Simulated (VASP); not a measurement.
Set up this calculation in VASP 6.6.1, as the native input.

* Task: single point
* Functional: PBEsol
* Potentials or basis: VASP PAW PBE potentials, release 64 (Ta_pv, N)
* Cutoff: 520 eV
* k mesh: 13 × 13 × 13
* Occupations: fermi-dirac, width 0.1 eV
* Spin: no spin polarisation
* Dipole correction: no
* Further INCAR settings: ALGO = Normal; EDIFF = 1e-06; NBANDS = 15

The structure of TaN lies in POSCAR:

```
TaN
1.0
    0.0000000000      2.1790000000      2.1790000000
    2.1790000000      0.0000000000      2.1790000000
    2.1790000000      2.1790000000      0.0000000000
Ta N
1 1
Direct
    0.5000000000      0.5000000000      0.5000000000
    0.0000000000      0.0000000000      0.0000000000
```

These files were run (other wordings do the same):

INCAR

```
ALGO     = Normal         # electronic algorithm
EDIFF    = 1E-6           # SCF threshold, eV
ENCUT    = 520            # plane-wave cutoff, eV
GGA      = PS             # functional
ISIF     = 2              # what is computed and relaxed
ISMEAR   = -1             # smearing method
LASPH    = True           # aspherical terms in the spheres
LCHARG   = False          # write CHGCAR
LREAL    = False          # projectors in reciprocal space
LWAVE    = False          # write WAVECAR
NBANDS   = 15             # bands
NELM     = 80             # most SCF steps
PREC     = Accurate       # precision mode
SIGMA    = 0.1            # smearing width, eV
```

KPOINTS

```
k-points
0
Gamma
  13 13 13
```

Potentials or basis: VASP PAW PBE potentials, release 64 (Ta_pv, N).

Launch:

```bash
$ cat potpaw_PBE.64/Ta_pv/POTCAR potpaw_PBE.64/N/POTCAR > POTCAR
$ mpirun -np 1 vasp_std > vasp.out
```

It gave:

```json
{
  "Pressure": "5.5 GPa",
  "Band gap on the k mesh": "zero (band 8 reaches 11.53 eV, above the bottom of band 9 at 7.48 eV)"
}
```

Caveat: the PAW data sets were made with another functional, which shifts forces and pressure a little; spin-orbit coupling is left out, which moves the levels of the heavy elements.

Run time: 12 s on 1 thread of Intel Xeon 6975P-C (shared host), peak memory 0.16 GiB.
